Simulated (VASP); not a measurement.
Li, 2 atoms in the cell. The structure is hexagonal, space group P6_3/mmc (No. 194). Conventional cell: a = 3.111 Å, b = 3.111 Å, c = 5.093 Å, α = 90.00°, β = 90.00°, γ = 120.00°. Li (site symmetry -6m2) has 12 Li at 3.11 to 3.12 Å within 4.1 Å. 

| Quantity | Value |
| --- | --- |
| Program | VASP 6.6.1 |
| Task | single point |
| Functional | PBEsol |
| Potentials or basis | VASP PAW PBE potentials, release 64 (Li_sv) |
| Cutoff | 520 eV |
| k mesh | 7 × 7 × 4 |
| Occupations | fermi-dirac, width 0.05 eV |
| Spin | no spin polarisation |
| Dipole correction | no |
| Further INCAR settings | ALGO = Normal; EDIFF = 1e-06; NBANDS = 10 |

Potentials or basis: VASP PAW PBE potentials, release 64 (Li_sv).

The run is started by

```sh
$ cat potpaw_PBE.64/Li_sv/POTCAR > POTCAR
$ mpirun -np 1 vasp_std > vasp.out
```

Hardware: 1 thread of Intel(R) Xeon(R) Platinum 8259CL CPU @ 2.50GHz (Skylake/Cascade Lake), with other jobs on the host.

Task: Estimate the wall time of this run.

Result: Wall time 10 s on 1 thread of Intel(R) Xeon(R) Platinum 8259CL CPU @ 2.50GHz (Skylake/Cascade Lake), with other jobs on the host, peak memory 0.14 GiB. Counts: scf iterations 10, k points 24.
